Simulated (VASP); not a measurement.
# La (P6_3/mmc) in VASP: single point with r2SCAN

Aim: the single point of La with r2SCAN.

Program: VASP 6.6.1. These are calculated values, not measurements. Logs are shortened: lines on timing, memory, paths and dates and some standing lists are left out, and cuts for length are marked.

### 1 The cell of the first run

Symmetry: P6_3/mmc, No. 194, hexagonal system. Conventional cell: a = 3.825 Å, b = 3.825 Å, c = 6.041 Å, α = 90.00°, β = 90.00°, γ = 120.00°. La (site symmetry -6m2) has 12 La at 3.74 to 3.82 Å within 4.9 Å.

### 2 Single point, r2SCAN

The input, POSCAR:

```
La
1.0
    3.8247735967      0.0000000000      0.0000000000
   -1.9123867983      3.3123510984      0.0000000000
    0.0000000000      0.0000000000      6.0410111213
La
2
Direct
    0.3333333333      0.6666666667      0.2500000000
    0.6666666667      0.3333333333      0.7500000000
```

The input, INCAR.step1:

```
ALGO = Normal
EDIFF = 1E-4
ENCUT = 520
GGA = PE
ISMEAR = -1
LASPH = True
LCHARG = False
LREAL = False
LWAVE = True
NBANDS = 18
NELM = 100
PREC = Accurate
SIGMA = 0.1
```

The input, INCAR.step2:

```
ALGO = Normal
EDIFF = 1E-6
ENCUT = 520
ISIF = 2
ISMEAR = -1
ISTART = 1
LASPH = True
LCHARG = True
LELF = True
LMIXTAU = True
LREAL = False
LVHAR = True
LWAVE = False
METAGGA = R2SCAN
NBANDS = 18
NELM = 100
PREC = Accurate
SIGMA = 0.1
```

The input, KPOINTS:

```
k-points
0
Gamma
  16 16 9
```

Potentials or basis: VASP PAW PBE potentials, release 64 (La).

Run with:

```
cat potpaw_PBE.64/La/POTCAR > POTCAR
cp INCAR.step1 INCAR
mpirun -np 1 vasp_std > vasp.out
cp INCAR.step2 INCAR
mpirun -np 1 vasp_std > vasp.out
```

OUTCAR:

```text
EDIFF = 1E-6
   ENCUT = 520
   ISIF = 2
   ISMEAR = -1
   ISTART = 1
   LASPH = True
   LREAL = False
   METAGGA = R2SCAN
   NELM = 100
   PREC = Accurate

 ion  position               nearest neighbor table
   1  0.333  0.667  0.250-
   2  0.667  0.333  0.750-

  LATTYP: Found a hexagonal cell.
 ALAT       =     3.8247735967
 C/A-ratio  =     1.5794428006

  Lattice vectors:

 A1 = (   3.8247735967,   0.0000000000,   0.0000000000)
 A2 = (  -1.9123867983,   3.3123510984,   0.0000000000)
 A3 = (   0.0000000000,   0.0000000000,   6.0410111213)

Analysis of symmetry for initial positions (statically):
=====================================================================
 Subroutine PRICEL returns:
 Original cell was already a primitive cell.

 Routine SETGRP: Setting up the symmetry group for a
 hexagonal supercell.

 Subroutine GETGRP returns: Found 24 space group operations
 (whereof 12 operations were pure point group operations)
 out of a pool of 24 trial point group operations.

The static configuration has the point symmetry D_3d.
 The point group associated with its full space group is D_6h.

Analysis of symmetry for dynamics (positions and initial velocities):
=====================================================================
 Subroutine PRICEL returns:
 Original cell was already a primitive cell.

 Routine SETGRP: Setting up the symmetry group for a
 hexagonal supercell.

 Subroutine GETGRP returns: Found 24 space group operations
 (whereof 12 operations were pure point group operations)
 out of a pool of 24 trial point group operations.

The dynamic configuration has the point symmetry D_3d.
 The point group associated with its full space group is D_6h.

 Subroutine INISYM returns: Found 24 space group operations
 (whereof 12 operations are pure point group operations),
 and found     1 'primitive' translations

----------------------------------------------------------------------------------------

                                     Primitive cell

  volume of cell :      76.5335

  direct lattice vectors                    reciprocal lattice vectors
     3.824773597  0.000000000  0.000000000     0.261453384  0.150950182  0.000000000
    -1.912386798  3.312351098  0.000000000     0.000000000  0.301900363  0.000000000
     0.000000000  0.000000000  6.041011121     0.000000000  0.000000000  0.165535203

  length of vectors
     3.824773597  3.824773597  6.041011121     0.301900363  0.301900363  0.165535203

  position of ions in fractional coordinates (direct lattice)
     0.333333333  0.666666667  0.250000000
[... 71 lines left out ...]
   ICHARG =      0    charge: 1-file 2-atom 10-const
   ISPIN  =      1    spin polarized calculation?
   LNONCOLLINEAR =      F non collinear calculations
   LSORBIT =      F    spin-orbit coupling
   LASPH  =      T    aspherical Exc in radial PAW
   ENCUT  =  520.0 eV  38.22 Ry    6.18 a.u.   7.11  7.11 11.23*2*pi/ulx,y,z
   NELM   =    100;   NELMIN=  2; NELMDL=  0     # of ELM steps
   EDIFF  = 0.1E-05   stopping-criterion for ELM
   LREAL  =      F    real-space projection
   EDIFFG = 0.1E-04   stopping-criterion for IOM
   NSW    =      0    number of steps for IOM
   IBRION =     -1    ionic relax: 0-MD 1-quasi-New 2-CG
   NFREE  =      0    steps in history (QN), initial steepest desc. (CG)
   ISIF   =      2    stress and relaxation
   ISYM   =      2    0-nonsym 1-usesym 2-fastsym
   POTIM  = 0.5000    time-step for ionic-motion
   TEBEG  =    0.0;   TEEND  =   0.0 temperature during run
   PSTRESS=    0.0 pullay stress
   NELECT =      22.0000    total number of electrons
   NUPDOWN=      -1.0000    fix difference up-down
   EMIN   =  10.00;   EMAX   =-10.00  energy-range for DOS
   EFERMI =   0.00;   METHOD = LEGACY
   ISMEAR =    -1;   SIGMA  =   0.10  broadening in eV -4-tet -1-fermi 0-gaus
   EFERMI_NEDOS =   21; number of points for ismear=-14 and -15
   IALGO  =     38    algorithm
   IMIX   =      4    mixing-type and parameters
     AMIX     =   0.40;   BMIX     =  1.00
     AMIX_MAG =   1.60;   BMIX_MAG =  1.00
  volume/ion in A,a.u.               =      38.27       258.24
  Fermi-wavevector in a.u.,A,eV,Ry     =   1.080435  2.041725 15.882610  1.167339
  Thomas-Fermi vector in A             =   2.216425
   LORBIT       =      0    0 simple, 1 ext, 2 COOP (PROOUT), +10 PAW based schemes
   METAGGA = R2SCAN    functional components
   LHFCALC =     F    Hartree Fock is set to
   AEXX    =    0.0000 exact exchange contribution
   IVDW    =     0    specifies the selected vdW correction
   LEPSILON=     F    determine dielectric tensor
   LRPA    =     F    only Hartree local field effects (RPA)
 non-spin polarized calculation
  energy-cutoff  :      520.00
  volume of cell :       76.53
 maximum number of plane-waves:      2083
   NGX = 15   NGY = 15   NGZ = 23

 number of electron      21.9999999 magnetization

 Free energy of the ion-electron system (eV)
  ---------------------------------------------------
  ext. energy  EPLUGINS =         0.00000000
  ---------------------------------------------------
  free energy    TOTEN  =       -59.48616786 eV

  energy without entropy =      -59.36495224  energy(sigma->0) =      -59.42556005

 E-fermi :   7.6730     XC(G=0): -10.0807

 val. band max:        7.6689766298   @ k =   0.2500   0.2500   0.2222
 cond. band min:       7.6856536056   @ k =   0.1250   0.0625   0.3333
 fundamental gap:      0.0166769758
 Fermi energy:         7.6729610482

 k-point     1 :       0.0000    0.0000    0.0000
  band No.  band energies     occupation
      1     -26.4252      2.00000
      2     -26.2116      2.00000
      3     -10.3469      2.00000
      4      -9.2031      2.00000
      5      -9.2031      2.00000
      6      -9.0100      2.00000
[... 481 lines left out ...]
      5      -9.8155      2.00000
      6      -9.4933      2.00000
[... 10 lines left out ...]
     17       9.8452      0.00000
     18       9.8636      0.00000

 [... further k-points ...]
[... 5 lines left out ...]
  --------------------------------------------------------------------------------------
  -------------------------------------------------------------------------------------
  Total        0.0030764      0.0030764     -0.0041389      0.0000000      0.0000000      0.0000000
  in kB        0.0644016      0.0644016     -0.0866452      0.0000000      0.0000000      0.0000000
  external PRESSURE =       0.0140527 kB  Pullay stress =       0.0000000 kB

 VOLUME and BASIS-vectors are now :
 -----------------------------------------------------------------------------
  energy-cutoff  :      520.00
  volume of cell :       76.53
      direct lattice vectors                 reciprocal lattice vectors
     3.824773597  0.000000000  0.000000000     0.261453384  0.150950182  0.000000000
    -1.912386798  3.312351098  0.000000000     0.000000000  0.301900363  0.000000000
     0.000000000  0.000000000  6.041011121     0.000000000  0.000000000  0.165535203

 POSITION                                       TOTAL-FORCE (eV/Angst)
 -----------------------------------------------------------------------------------
     -0.00000      2.20823      1.51025        -0.000000     -0.000000      0.000000
      1.91239      1.10412      4.53076         0.000000      0.000000      0.000000
 -----------------------------------------------------------------------------------
    total drift:                                0.000000     -0.000000      0.000000

  FREE ENERGIE OF THE ION-ELECTRON SYSTEM (eV)
  ---------------------------------------------------
  free  energy   TOTEN  =       -59.4861678613 eV

  energy  without entropy=      -59.3649522437  energy(sigma->0) =      -59.42556005
```

OUTCAR.step1:

```text
EDIFF = 1E-4
   ENCUT = 520
   GGA = PE
   ISMEAR = -1
   LASPH = True
[... 727 lines left out ...]
     -0.00000      2.20823      1.51025        -0.000000      0.000000      0.000000
      1.91239      1.10412      4.53076         0.000000     -0.000000      0.000000
 -----------------------------------------------------------------------------------
    total drift:                                0.000000     -0.000000      0.000000

  FREE ENERGIE OF THE ION-ELECTRON SYSTEM (eV)
  ---------------------------------------------------
  free  energy   TOTEN  =        -9.7750568515 eV

  energy  without entropy=       -9.6453692610  energy(sigma->0) =       -9.71021306
```

Run time: 13 min. Hardware: 1 thread of Intel Xeon Platinum 8259CL at 2.50GHz (Skylake/Cascade Lake), shared host; peak memory 0.35 GiB.

Results:

| Property | Result |
| --- | --- |
| Free energy | -59.4862 eV |
| Pressure | 0.0 GPa |
| Band gap on the k mesh | zero (bands 11 and 12 overlap by 1.74 eV) |

Levels at points of the mesh, in eV from the Fermi level:
| k point | band 7 | band 8 | band 9 | band 10 | band 11 | band 12 | band 13 | band 14 | band 15 | band 16 |
| --- | --- | --- | --- | --- | --- | --- | --- | --- | --- | --- |
| (0.00, 0.00, 0.00) | -16.68 | -16.61 | -3.33 | -1.81 | 1.37 | 1.41 | 1.41 | 1.79 | 1.87 | 1.87 |
| (0.50, 0.00, 0.00) | -16.98 | -16.82 | -1.63 | -1.15 | -1.15 | 1.11 | 1.25 | 1.52 | 1.74 | 2.10 |

Caveat: the PAW data sets were made with another functional, which shifts forces and pressure a little; spin-orbit coupling is left out, which moves the levels of the heavy elements.
